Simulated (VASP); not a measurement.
Set up this calculation in VASP 6.6.1, as the native input.

* Task: single point
* Functional: PBEsol
* Potentials or basis: VASP PAW PBE potentials, release 64 (Eu, O)
* Cutoff: 600 eV
* k mesh: 8 × 8 × 8
* Occupations: gaussian, width 0.05 eV
* Spin: collinear spin
* Starting moments: [7.41, -0.1] μB
* Hubbard terms: Eu f U = 6.0 eV
* Dipole correction: no
* Further INCAR settings: ALGO = Normal; EDIFF = 1e-06; NBANDS = 22

The structure of EuO lies in POSCAR:

```
EuO
1.0
    0.0000000000      2.5588445157      2.5588445157
    2.5588445157      0.0000000000      2.5588445157
    2.5588445157      2.5588445157      0.0000000000
Eu O
1 1
Direct
    0.5000000000      0.5000000000      0.5000000000
    0.0000000000      0.0000000000      0.0000000000
```

One way to write it, as run:

INCAR

```
SYSTEM = EuO
PREC = Accurate ; ENCUT = 600
EDIFF = 1E-6 ; ISMEAR = 0
SIGMA = 0.05 ; LREAL = .FALSE.
LASPH = .TRUE. ; NELM = 200
ALGO = Normal ; ISIF = 2
LWAVE = .FALSE. ; LCHARG = .FALSE.
ISPIN = 2 ; MAGMOM = 7.41 -0.1
LORBIT = 11 ; LMAXMIX = 6
LDAU = .TRUE. ; LDAUTYPE = 2
LDAUL = 3 -1 ; LDAUU = 6 0
LDAUJ = 0 0 ; LDAUPRINT = 1
GGA = PS ; NBANDS = 22
GGA_COMPAT = .FALSE.
```

KPOINTS

```
regular mesh
0
G
  8 8 8
  0 0 0
```

Potentials or basis: VASP PAW PBE potentials, release 64 (Eu, O).

Command:

```bash
$ cat potpaw_PBE.64/Eu/POTCAR potpaw_PBE.64/O/POTCAR > POTCAR
$ mpirun -np 1 vasp_std > vasp.out
```

Results of the run:

The pressure is -2.5 GPa, the band gap on the k mesh is zero (filled and empty bands overlap) and the net moment is 7.00 μB per cell. The site moments are Eu +6.73; O -0.10 μB and the valence electrons inside the program's atomic spheres are Eu 14.92; O 4.94.

Caveat: the PAW data sets were made with another functional, which shifts forces and pressure a little; spin-orbit coupling is left out, which moves the levels of the heavy elements; a cell with one magnetic atom can't hold antiferromagnetic order, which such compounds often take.

It took 49 s on 1 thread of AMD EPYC 9R45 96-Core Processor (Zen 5) (shared host), peak memory 0.2 GiB.
